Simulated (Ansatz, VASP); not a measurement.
Ta in VASP and in Ansatz

```xyz
8
Lattice="5.2476 0.0000 0.0000 0.0000 5.2476 0.0000 0.0000 0.0000 5.2476" Properties=species:S:1:pos:R:3 pbc="T T T"
Ta    0.0000    0.0000    0.0000
Ta    2.6238    2.6238    2.6238
Ta    1.3119    0.0000    2.6238
Ta    3.9357    0.0000    2.6238
Ta    2.6238    1.3119    0.0000
Ta    2.6238    3.9357    0.0000
Ta    0.0000    2.6238    1.3119
Ta    0.0000    2.6238    3.9357
```

Alike in both runs: task relaxation of cell and atoms; functional LDA; k mesh 5 × 5 × 5; occupations fermi-dirac, width 0.1 eV; no spin polarisation.

```csv
,VASP,Ansatz
version,VASP 6.6.1,Ansatz 0.2.0
potentials or method,"VASP PAW LDA potentials, release 64 (Ta_pv), cutoff 600 eV","plane waves (420 eV) with PAW, scalar-relativistic"
valence electrons in the cell,88,104
```

Ansatz gave:

* relaxed volume (Å³/atom): 17.66
* relaxed cell length with the largest relative difference (Å): 5.208

Question: Which values does VASP return?

Answer: Relaxed volume (Å³/atom): 17.73; relaxed cell length with the largest relative difference (Å): 5.215.

Ansatz warns that its potentials were made for another functional, while VASP's fit it. LDA's correlation is that of Perdew and Zunger in VASP and of Perdew and Wang (1992) in Ansatz. VASP's potentials hold 88 valence electrons a cell and Ansatz's 104, so a difference there can come from the potentials and not from the codes.

Spin-orbit coupling is off throughout.
